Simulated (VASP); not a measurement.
Here is a VASP 6.6.1 calculation.

File POSCAR:

```
BeTe
1.0
    0.0000000000      2.7134535211      2.7134535211
    2.7134535211      0.0000000000      2.7134535211
    2.7134535211      2.7134535211      0.0000000000
Te Be
1 1
Direct
    0.7500000000      0.7500000000      0.7500000000
    0.0000000000      0.0000000000      0.0000000000
```

File INCAR.step1:

```
SYSTEM = BeTe
PREC     = Accurate       ! precision mode
ENCUT    = 520            ! plane-wave cutoff, eV
ISMEAR   = -1             ! smearing method
SIGMA    = 0.05           ! smearing width, eV
LREAL    = .FALSE.        ! projectors in reciprocal space
LASPH    = .TRUE.         ! aspherical terms in the spheres
NELM     = 60             ! most SCF steps
NBANDS   = 11             ! bands
GGA      = PE             ! functional
ALGO     = Normal         ! electronic algorithm
EDIFF    = 1E-4           ! SCF threshold, eV
LWAVE    = .TRUE.         ! write WAVECAR
LCHARG   = .FALSE.        ! write CHGCAR
```

The input INCAR.step2:

```
SYSTEM = BeTe
PREC     = Accurate       ! precision mode
ENCUT    = 520            ! plane-wave cutoff, eV
EDIFF    = 1E-7           ! SCF threshold, eV
ISMEAR   = -1             ! smearing method
SIGMA    = 0.05           ! smearing width, eV
LREAL    = .FALSE.        ! projectors in reciprocal space
LASPH    = .TRUE.         ! aspherical terms in the spheres
NELM     = 60             ! most SCF steps
ALGO     = Normal         ! electronic algorithm
ISIF     = 2              ! what is computed and relaxed
LWAVE    = .FALSE.        ! write WAVECAR
LCHARG   = .FALSE.        ! write CHGCAR
METAGGA  = R2SCAN         ! meta-GGA
LMIXTAU  = .TRUE.       
NBANDS   = 11             ! bands
ISTART   = 1
```

Contents of KPOINTS:

```
regular mesh
0
G
  8 8 8
  0 0 0
```

Potentials or basis: VASP PAW PBE potentials, release 64 (Te, Be).

The run is started by

```console
$ cat potpaw_PBE.64/Te/POTCAR potpaw_PBE.64/Be/POTCAR > POTCAR
$ cp INCAR.step1 INCAR
$ mpirun -np 1 vasp_std > vasp.out
$ cp INCAR.step2 INCAR
$ mpirun -np 1 vasp_std > vasp.out
```

Question: What does it give for the band gap on the k mesh?

Answer: 2.03 eV, indirect (least direct gap 3.87 eV).

Question: Predict the pressure.

Answer: 9.7 GPa.

Caveat: the PAW data sets were made with another functional, which shifts forces and pressure a little; spin-orbit coupling is left out, which moves the levels of the heavy elements. r2SCAN opens gaps a little over a GGA but as a rule still falls short of measured ones.
